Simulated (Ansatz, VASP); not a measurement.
# ZnO in VASP and in Ansatz

Contents of INCAR:

```
ALGO = Normal
EDIFF = 1E-7
ENCUT = 520
ISIF = 2
ISMEAR = 0
LASPH = True
LCHARG = True
LELF = True
LREAL = False
LVHAR = True
LWAVE = False
NBANDS = 26
NELM = 100
PREC = Accurate
SIGMA = 0.01
```

The input KPOINTS:

```
k-points
0
Gamma
  9 9 6
```

POSCAR

```
ZnO
1.0
    3.2494000000      0.0000000000      0.0000000000
   -1.6247000000      2.8140629471      0.0000000000
    0.0000000000      0.0000000000      5.2038000000
Zn O
2 2
Direct
    0.3333333333      0.6666666667      0.0000000000
    0.6666666667      0.3333333333      0.5000000000
    0.3333333333      0.6666666667      0.3821000000
    0.6666666667      0.3333333333      0.8821000000
```

Input for Ansatz:

```yaml
crystal:
  lattice:
    - [3.2494, 0.0, 0.0]
    - [-1.6247, 2.8140629471, 0.0]
    - [0.0, 0.0, 5.2038]
  atoms:
    - { symbol: Zn, position: [0.3333333333, 0.6666666667, 0.0] }
    - { symbol: Zn, position: [0.6666666667, 0.3333333333, 0.5] }
    - { symbol: O, position: [0.3333333333, 0.6666666667, 0.3821] }
    - { symbol: O, position: [0.6666666667, 0.3333333333, 0.8821] }
scf:
  occupations: { method: fixed }
output:
  eigenstates:
    kpoints:
      - [0, 0, 0]
      - [0.01, 0, 0]
      - [0.02, 0, 0]
      - [0.03, 0, 0]
      - [0.04, 0, 0]
      - [0.05, 0, 0]
      - [0.06, 0, 0]
      - [0.07, 0, 0]
      - [0.08, 0, 0]
      - [0.09, 0, 0]
      - [0.1, 0, 0]
      - [0.12, 0, 0]
      - [0.14, 0, 0]
      - [0.16, 0, 0]
      - [0.2, 0, 0]
      - [0.006667, 0.006667, 0]
      - [0.013333, 0.013333, 0]
      - [0.02, 0.02, 0]
      - [0.026667, 0.026667, 0]
      - [0.033333, 0.033333, 0]
      - [0.04, 0.04, 0]
      - [0.046667, 0.046667, 0]
      - [0.053333, 0.053333, 0]
      - [0.06, 0.06, 0]
      - [0.066667, 0.066667, 0]
      - [0.08, 0.08, 0]
      - [0.093333, 0.093333, 0]
      - [0.106667, 0.106667, 0]
      - [0.133333, 0.133333, 0]
      - [0, 0, 0.01]
      - [0, 0, 0.02]
      - [0, 0, 0.03]
      - [0, 0, 0.04]
      - [0, 0, 0.05]
      - [0, 0, 0.06]
      - [0, 0, 0.07]
      - [0, 0, 0.08]
      - [0, 0, 0.09]
      - [0, 0, 0.1]
      - [0, 0, 0.12]
      - [0, 0, 0.14]
      - [0, 0, 0.16]
      - [0, 0, 0.2]
    top_band: c2
hamiltonian:
  xc: lda
kpoints:
  mp_grid: { grid: [9, 9, 6] }
```

Alike in both runs: task single point; functional LDA; k mesh 9 × 9 × 6; no spin polarisation.

|  | VASP | Ansatz |
| --- | --- | --- |
| version | VASP 6.6.1 | Ansatz 0.2.0 |
| potentials or method | VASP PAW LDA potentials, release 64 (Zn, O) | scalar-relativistic, plane waves, PAW |
| plane-wave cutoff (eV) | 520 | 420 |
| occupations | gaussian, width 0.01 eV | fixed |
| valence electrons in the cell | 36 | 36 |

```csv
,VASP,Ansatz,Ansatz less VASP
gap on the k mesh at the Fermi level (eV),0.74,0.74,-0.007
least direct gap on the mesh (eV),0.74,0.74,-0.007
```

LDA's correlation is that of Perdew and Zunger in VASP and of Perdew and Wang (1992) in Ansatz.
